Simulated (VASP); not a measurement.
# Si3N4 (Fd-3m) in VASP: notebook

Si3N4 is run at these levels: PBE; tasks: single point.

All numbers are computed with VASP 6.6.1; they aren't measurements. Logs are shortened: lines on timing, memory, paths and dates and some standing lists are left out, and cuts for length are marked.

### Step 1. The cell of the first run

Symmetry: Fd-3m, No. 227, cubic system. Conventional cell: a = 7.789 Å, b = 7.789 Å, c = 7.789 Å, α = 90.00°, β = 90.00°, γ = 90.00°. Within 2.5 Å of Si (site symmetry -3m) lie 6 N at 1.89 Å. Within 2.4 Å of Si (site symmetry -43m) lie 4 N at 1.79 Å. Within 2.4 Å of N (site symmetry 3m) lie 4 Si at 1.79 to 1.89 Å.

### Step 2. Single point, PBE

INCAR reads:

```
SYSTEM = Si3N4
  PREC = Accurate
  ENCUT = 520
  EDIFF = 1E-7
  ISMEAR = 0
  SIGMA = 0.02
  LREAL = .False.
  LASPH = .True.
  NELM = 100
  ALGO = Normal
  ISIF = 2
  LWAVE = .False.
  LCHARG = .False.
  GGA = PE
  NBANDS = 45
```

KPOINTS reads:

```
regular mesh
0
Gamma
  6 6 6
  0 0 0
```

POSCAR reads:

```
Si3N4
1.0
    0.0000000000      3.8946186242      3.8946186242
    3.8946186242      0.0000000000      3.8946186242
    3.8946186242      3.8946186242      0.0000000000
Si N
6 8
Direct
    0.1250000000      0.1250000000      0.6250000000
    0.1250000000      0.6250000000      0.1250000000
    0.6250000000      0.1250000000      0.1250000000
    0.1250000000      0.1250000000      0.1250000000
    0.7500000000      0.7500000000      0.7500000000
    0.5000000000      0.5000000000      0.5000000000
    0.3675422895      0.3675422895      0.3675422895
    0.3526268684      0.8824577105      0.8824577105
    0.8824577105      0.8824577105      0.3526268684
    0.8824577105      0.3526268684      0.8824577105
    0.3675422895      0.3675422895      0.8973731316
    0.3675422895      0.8973731316      0.3675422895
    0.8824577105      0.8824577105      0.8824577105
    0.8973731316      0.3675422895      0.3675422895
```

Potentials or basis: VASP PAW PBE potentials, release 64 (Si, N).

Launch:

```sh
$ cat potpaw_PBE.64/Si/POTCAR potpaw_PBE.64/N/POTCAR > POTCAR
$ mpirun -np 1 vasp_std > vasp.out
```

OUTCAR:

```text
SYSTEM = Si3N4
   PREC = Accurate
   ENCUT = 520
   EDIFF = 1E-7
   ISMEAR = 0
   LREAL = .False.
   LASPH = .True.
   NELM = 100
   ISIF = 2
   GGA = PE

 ion  position               nearest neighbor table
   1  0.125  0.125  0.625-   8 1.89  10 1.89  12 1.89  14 1.89  13 1.89   7 1.89   4 2.75   2 2.75
                             3 2.75   4 2.75   2 2.75   3 2.75
   2  0.125  0.625  0.125-   8 1.89   9 1.89  11 1.89  14 1.89  13 1.89   7 1.89   4 2.75   1 2.75
                             1 2.75   3 2.75   4 2.75   3 2.75
   3  0.625  0.125  0.125-   9 1.89  10 1.89  11 1.89  12 1.89   7 1.89  13 1.89   4 2.75   1 2.75
                             2 2.75   1 2.75   2 2.75   4 2.75
   4  0.125  0.125  0.125-   8 1.89   9 1.89  10 1.89  11 1.89  12 1.89  14 1.89   1 2.75   2 2.75
                             3 2.75   1 2.75   2 2.75   3 2.75
   5  0.750  0.750  0.750-  13 1.79   9 1.79  10 1.79   8 1.79
   6  0.500  0.500  0.500-   7 1.79  11 1.79  12 1.79  14 1.79
   7  0.368  0.368  0.368-   6 1.79   2 1.89   3 1.89   1 1.89
   8  0.353  0.882  0.882-   5 1.79   2 1.89   1 1.89   4 1.89
   9  0.882  0.882  0.353-   5 1.79   3 1.89   2 1.89   4 1.89
  10  0.882  0.353  0.882-   5 1.79   3 1.89   1 1.89   4 1.89
  11  0.368  0.368  0.897-   6 1.79   3 1.89   2 1.89   4 1.89
  12  0.368  0.897  0.368-   6 1.79   3 1.89   1 1.89   4 1.89
  13  0.882  0.882  0.882-   5 1.79   2 1.89   3 1.89   1 1.89
  14  0.897  0.368  0.368-   6 1.79   2 1.89   1 1.89   4 1.89

  LATTYP: Found a face centered cubic cell.
 ALAT       =     7.7892372484

  Lattice vectors:

 A1 = (   0.0000000000,   3.8946186242,   3.8946186242)
 A2 = (   3.8946186242,   0.0000000000,   3.8946186242)
 A3 = (   3.8946186242,   3.8946186242,   0.0000000000)

Analysis of symmetry for initial positions (statically):
=====================================================================
 Subroutine PRICEL returns:
 Original cell was already a primitive cell.

 Routine SETGRP: Setting up the symmetry group for a
 face centered cubic supercell.

 Subroutine GETGRP returns: Found 48 space group operations
 (whereof 24 operations were pure point group operations)
 out of a pool of 48 trial point group operations.

The static configuration has the point symmetry T_d .
 The point group associated with its full space group is O_h .

Analysis of symmetry for dynamics (positions and initial velocities):
=====================================================================
 Subroutine PRICEL returns:
 Original cell was already a primitive cell.

 Routine SETGRP: Setting up the symmetry group for a
 face centered cubic supercell.

 Subroutine GETGRP returns: Found 48 space group operations
 (whereof 24 operations were pure point group operations)
 out of a pool of 48 trial point group operations.

The dynamic configuration has the point symmetry T_d .
 The point group associated with its full space group is O_h .

 Subroutine INISYM returns: Found 48 space group operations
 (whereof 24 operations are pure point group operations),
 and found     1 'primitive' translations

----------------------------------------------------------------------------------------

                                     Primitive cell

  volume of cell :     118.1476

  direct lattice vectors                    reciprocal lattice vectors
     0.000000000  3.894618624  3.894618624    -0.128382275  0.128382275  0.128382275
     3.894618624  0.000000000  3.894618624     0.128382275 -0.128382275  0.128382275
     3.894618624  3.894618624  0.000000000     0.128382275  0.128382275 -0.128382275

  length of vectors
     5.507822479  5.507822479  5.507822479     0.222364623  0.222364623  0.222364623

  position of ions in fractional coordinates (direct lattice)
     0.125000000  0.125000000  0.625000000
     0.125000000  0.625000000  0.125000000
     0.625000000  0.125000000  0.125000000
     0.125000000  0.125000000  0.125000000
     0.750000000  0.750000000  0.750000000
     0.500000000  0.500000000  0.500000000
     0.367542290  0.367542290  0.367542290
     0.352626868  0.882457710  0.882457710
     0.882457710  0.882457710  0.352626868
     0.882457710  0.352626868  0.882457710
     0.367542290  0.367542290  0.897373132
     0.367542290  0.897373132  0.367542290
[... 32 lines left out ...]
     0.021397046 -0.021397046  0.021397046     0.000000000  0.166666667  0.000000000
     0.021397046  0.021397046 -0.021397046     0.000000000  0.000000000  0.166666667

  Length of vectors
     0.037060771  0.037060771  0.037060771

  Shift w.r.t. Gamma in fractional coordinates (k-lattice)
     0.000000000  0.000000000  0.000000000

 Subroutine IBZKPT returns following result:
 ===========================================

 Found     16 irreducible k-points:

 Following reciprocal coordinates:
            Coordinates               Weight
  0.000000  0.000000  0.000000      1.000000
  0.166667  0.000000  0.000000      8.000000
  0.333333  0.000000  0.000000      8.000000
  0.500000  0.000000  0.000000      4.000000
  0.166667  0.166667  0.000000      6.000000
  0.333333  0.166667  0.000000     24.000000
[... 8 lines left out ...]
 -0.333333  0.333333  0.166667     24.000000
 -0.333333  0.500000  0.166667     12.000000
   k-points           NKPTS =     16   k-points in BZ     NKDIM =     16   number of bands    NBANDS=     45
   number of dos      NEDOS =    301   number of ions     NIONS =     14
   total plane-waves  NPLWV =  74088
   dimension x,y,z NGX =    42 NGY =   42 NGZ =   42
   dimension x,y,z NGXF=    84 NGYF=   84 NGZF=   84
   ions per type =               6   8
   NGX,Y,Z   is equivalent  to a cutoff of  12.68, 12.68, 12.68 a.u.
   NGXF,Y,Z  is equivalent  to a cutoff of  25.35, 25.35, 25.35 a.u.
 SYSTEM =  Si3N4
   PREC   = accura    normal or accurate (medium, high low for compatibility)
   ISTART =      0    job   : 0-new  1-cont  2-samecut
   ICHARG =      2    charge: 1-file 2-atom 10-const
   ISPIN  =      1    spin polarized calculation?
   LNONCOLLINEAR =      F non collinear calculations
   LSORBIT =      F    spin-orbit coupling
   LASPH  =      T    aspherical Exc in radial PAW
   ENCUT  =  520.0 eV  38.22 Ry    6.18 a.u.  10.24 10.24 10.24*2*pi/ulx,y,z
   NELM   =    100;   NELMIN=  2; NELMDL= -5     # of ELM steps
   EDIFF  = 0.1E-06   stopping-criterion for ELM
   LREAL  =      F    real-space projection
   EDIFFG = 0.1E-05   stopping-criterion for IOM
   NSW    =      0    number of steps for IOM
   IBRION =     -1    ionic relax: 0-MD 1-quasi-New 2-CG
   NFREE  =      0    steps in history (QN), initial steepest desc. (CG)
   ISIF   =      2    stress and relaxation
   ISYM   =      2    0-nonsym 1-usesym 2-fastsym
   POTIM  = 0.5000    time-step for ionic-motion
   TEBEG  =    0.0;   TEEND  =   0.0 temperature during run
   PSTRESS=    0.0 pullay stress
   NELECT =      64.0000    total number of electrons
   NUPDOWN=      -1.0000    fix difference up-down
   EMIN   =  10.00;   EMAX   =-10.00  energy-range for DOS
   EFERMI =   0.00;   METHOD = LEGACY
   ISMEAR =     0;   SIGMA  =   0.02  broadening in eV -4-tet -1-fermi 0-gaus
   EFERMI_NEDOS =   21; number of points for ismear=-14 and -15
   IALGO  =     38    algorithm
   IMIX   =      4    mixing-type and parameters
     AMIX     =   0.40;   BMIX     =  1.00
     AMIX_MAG =   1.60;   BMIX_MAG =  1.00
  volume/ion in A,a.u.               =       8.44        56.95
  Fermi-wavevector in a.u.,A,eV,Ry     =   1.334525  2.521886 24.231373  1.780956
  Thomas-Fermi vector in A             =   2.463299
   LORBIT       =      0    0 simple, 1 ext, 2 COOP (PROOUT), +10 PAW based schemes
   GGA     = PE    functional components
   LHFCALC =     F    Hartree Fock is set to
   AEXX    =    0.0000 exact exchange contribution
   IVDW    =     0    specifies the selected vdW correction
   LEPSILON=     F    determine dielectric tensor
   LRPA    =     F    only Hartree local field effects (RPA)
 non-spin polarized calculation
 Gauss-broadening in eV      SIGMA  =   0.02
  energy-cutoff  :      520.00
  volume of cell :      118.15
 maximum number of plane-waves:      3218
 NGX is ok and might be reduce to    42
   NGX = 21   NGY = 21   NGZ = 21

 number of electron      64.0000005 magnetization

 Free energy of the ion-electron system (eV)
  ---------------------------------------------------
  ext. energy  EPLUGINS =         0.00000000
  ---------------------------------------------------
  free energy    TOTEN  =      -112.48428581 eV

  energy without entropy =     -112.48428581  energy(sigma->0) =     -112.48428581

 E-fermi :   9.2564     XC(G=0): -12.2157

 val. band max:        9.0896319288   @ k =  -0.1667   0.1667   0.0000
 cond. band min:      12.4209038075   @ k =   0.0000   0.0000   0.0000
 fundamental gap:      3.3312718786
 Fermi energy:         9.2563802043

 k-point     1 :       0.0000    0.0000    0.0000
  band No.  band energies     occupation
      1      -9.6676      2.00000
      2      -6.3982      2.00000
      3      -5.4772      2.00000
      4      -5.4772      2.00000
      5      -5.4772      2.00000
      6      -4.5169      2.00000
[... 741 lines left out ...]
     43      18.8759      0.00000
     44      18.8759      0.00000
 [bands above 44 left out]

------------------------ aborting loop because EDIFF is reached ----------------------------------------

  FORCE on cell =-STRESS in cart. coord.  units (eV):
  Direction    XX          YY          ZZ          XY          YZ          ZX
  --------------------------------------------------------------------------------------
  -------------------------------------------------------------------------------------
  Total       -0.1307530     -0.1307530     -0.1307530      0.0000000      0.0000000      0.0000000
  in kB       -1.7731166     -1.7731166     -1.7731166      0.0000000      0.0000000      0.0000000
  external PRESSURE =      -1.7731166 kB  Pullay stress =       0.0000000 kB

 VOLUME and BASIS-vectors are now :
 -----------------------------------------------------------------------------
  energy-cutoff  :      520.00
  volume of cell :      118.15
      direct lattice vectors                 reciprocal lattice vectors
     0.000000000  3.894618624  3.894618624    -0.128382275  0.128382275  0.128382275
     3.894618624  0.000000000  3.894618624     0.128382275 -0.128382275  0.128382275
     3.894618624  3.894618624  0.000000000     0.128382275  0.128382275 -0.128382275

 POSITION                                       TOTAL-FORCE (eV/Angst)
 -----------------------------------------------------------------------------------
      2.92096      2.92096      0.97365         0.000000      0.000000      0.000000
      2.92096      0.97365      2.92096         0.000000      0.000000      0.000000
      0.97365      2.92096      2.92096         0.000000      0.000000      0.000000
      0.97365      0.97365      0.97365         0.000000      0.000000      0.000000
      5.84193      5.84193      5.84193         0.000000      0.000000      0.000000
      3.89462      3.89462      3.89462         0.000000      0.000000      0.000000
      2.86287      2.86287      2.86287         0.004047      0.004047      0.004047
      6.87367      4.81018      4.81018        -0.004047      0.004047      0.004047
      4.81018      4.81018      6.87367         0.004047      0.004047     -0.004047
      4.81018      6.87367      4.81018         0.004047     -0.004047      0.004047
      4.92636      4.92636      2.86287        -0.004047     -0.004047      0.004047
      4.92636      2.86287      4.92636        -0.004047      0.004047     -0.004047
      6.87367      6.87367      6.87367        -0.004047     -0.004047     -0.004047
      2.86287      4.92636      4.92636         0.004047     -0.004047     -0.004047
 -----------------------------------------------------------------------------------
    total drift:                                0.000000      0.000000      0.000000

  FREE ENERGIE OF THE ION-ELECTRON SYSTEM (eV)
  ---------------------------------------------------
  free  energy   TOTEN  =      -112.4842858111 eV

  energy  without entropy=     -112.4842858111  energy(sigma->0) =     -112.48428581
```

It took 2.3 min on 1 thread of Intel Xeon 8259CL, shared host; peak memory 0.27 GiB.

What came out:

```
Free energy            : -112.4843 eV
Pressure               : -0.2 GPa
Largest force          : 0.007 eV/Å
Band gap on the k mesh : 3.33 eV (least direct gap 3.37 eV)
```

Forces on the atoms (eV/Å):
```
Si   0.000  0.000  0.000
Si   0.000  0.000  0.000
Si   0.000  0.000  0.000
Si   0.000  0.000  0.000
Si   0.000  0.000  0.000
Si   0.000  0.000  0.000
N    0.004  0.004  0.004
N   -0.004  0.004  0.004
N    0.004  0.004 -0.004
N    0.004 -0.004  0.004
N   -0.004 -0.004  0.004
N   -0.004  0.004 -0.004
N   -0.004 -0.004 -0.004
N    0.004 -0.004 -0.004
```

A k mesh can miss the band edges.

### Step 3. Single point, PBE

INCAR reads:

```
PREC = Accurate ; ENCUT = 520
EDIFF = 1E-6 ; ISMEAR = 0
SIGMA = 0.02 ; LREAL = False
LASPH = True ; NELM = 100
ALGO = Normal ; ISIF = 2
LWAVE = False ; LCHARG = False
GGA = PE ; NBANDS = 45
```

KPOINTS reads:

```
regular mesh
0
Gamma
  6 6 6
```

POSCAR is that of step 2.

Potentials or basis: VASP PAW PBE potentials, release 64 (Si, N).

Launch:

```sh
$ cat potpaw_PBE.64/Si/POTCAR potpaw_PBE.64/N/POTCAR > POTCAR
$ mpirun -np 1 vasp_std > vasp.out
```

Run time: 2.2 min. Hardware: 1 thread of Intel Xeon 8259CL, shared host; peak memory 0.28 GiB.

Results (log left out):

| Property | Result |
| --- | --- |
| Free energy | -112.4843 eV |
| Pressure | -0.2 GPa |
| Largest force | 0.007 eV/Å |
| Band gap on the k mesh | 3.33 eV (least direct gap 3.37 eV) |

Forces in eV/Å, atoms in the order of the input:
```
Si   0.000  0.000  0.000
Si   0.000  0.000  0.000
Si   0.000  0.000  0.000
Si   0.000  0.000  0.000
Si   0.000  0.000  0.000
Si   0.000  0.000  0.000
N    0.004  0.004  0.004
N   -0.004  0.004  0.004
N    0.004  0.004 -0.004
N    0.004 -0.004  0.004
N   -0.004 -0.004  0.004
N   -0.004  0.004 -0.004
N   -0.004 -0.004 -0.004
N    0.004 -0.004 -0.004
```

Levels at points of the mesh, in eV from the valence-band top:
```tsv
k point	band 29	band 30	band 31	band 32	band 33	band 34	band 35	band 36
(0.00, 0.00, 0.00)	-0.16	-0.04	-0.04	-0.04	3.33	3.33	3.33	4.87
(0.50, 0.00, 0.00)	-0.47	-0.47	-0.33	-0.33	4.92	5.76	5.76	6.22
(0.50, 0.50, 0.00)	-1.10	-1.10	-0.43	-0.43	6.62	6.62	6.94	6.94
```

A k mesh can miss the band edges.

(Continued in part 2 of 2.)
